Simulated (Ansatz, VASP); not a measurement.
## One calculation of B5Pt, two programs

The input INCAR:

```
SYSTEM = B5Pt
ALGO = Normal
EDIFF = 1E-6
EDIFFG = -0.04
ENCUT = 600
GGA = PE
IBRION = 2
ISIF = 3
ISMEAR = 0
LASPH = .TRUE.
LCHARG = .FALSE.
LREAL = .FALSE.
LWAVE = .FALSE.
NELM = 100
NSW = 90
PREC = Accurate
SIGMA = 0.1
```

File KPOINTS:

```
k-points
0
G
  6 6 4
  0 0 0
```

Contents of POSCAR:

```
B5Pt
1.0
    4.3700370200      0.0000000000      0.0000000000
   -2.1850185100      3.7845630700      0.0000000000
    0.0000000000      0.0000000000      3.8926981000
B Pt
5 1
Direct
    0.3333333300      0.6666666700      0.5000000000
    0.6666666700      0.3333333300      0.5000000000
    0.5000000000      0.0000000000      0.5000000000
    0.0000000000      0.5000000000      0.5000000000
    0.5000000000      0.5000000000      0.5000000000
    0.0000000000      0.0000000000      0.0000000000
```

Input for Ansatz:

```yaml
crystal:
  lattice:
    - [4.37003702, 0.0, 0.0]
    - [-2.18501851, 3.78456307, 0.0]
    - [0.0, 0.0, 3.8926981]
  atoms:
    - { symbol: B, position: [0.33333333, 0.66666667, 0.5] }
    - { symbol: B, position: [0.66666667, 0.33333333, 0.5] }
    - { symbol: B, position: [0.5, 0.0, 0.5] }
    - { symbol: B, position: [0.0, 0.5, 0.5] }
    - { symbol: B, position: [0.5, 0.5, 0.5] }
    - { symbol: Pt, position: [0.0, 0.0, 0.0] }
basis:
  ecutwfc: 420
kpoints:
  mp_grid: { grid: [6, 6, 4] }
hamiltonian:
  xc: pbe
scf:
  occupations: { method: gaussian, width: 0.1 }
  lower_state_search: "off"
output:
  forces: true
  stress: true
  eigenvalues: true
relax:
  adjacent_minimum: "off"
  f_tol: 0.04
  max_steps: 70
  cell: { stress_tol: 0.4 }
```

Alike in both runs: task relaxation of cell and atoms; functional PBE; k mesh 6 × 6 × 4; occupations gaussian, width 0.1 eV; no spin polarisation.

|  | VASP | Ansatz |
| --- | --- | --- |
| version | VASP 6.6.1 | Ansatz 0.2.0 |
| potentials or method | VASP PAW PBE potentials, release 64 (B, Pt), cutoff 600 eV | scalar-relativistic, plane waves, PAW |
| valence electrons in the cell | 25 | 33 |

```tsv
	VASP	Ansatz	Ansatz less VASP
gap on the k mesh at the Fermi level, each at its own relaxed structure (eV)	none	none	-
relaxed volume (Å³/atom)	10.85	10.86	+0.004
relaxed cell length with the largest relative difference (Å)	2.248	2.252	+0.0040
```

A gap of «none» marks a metal or a gap that the smearing closes. VASP's potentials hold 25 valence electrons a cell and Ansatz's 33, so a difference there can come from the potentials and not from the codes.

The k mesh is coarse, so the values compare programs but aren't converged. Neither program's run includes spin-orbit coupling.
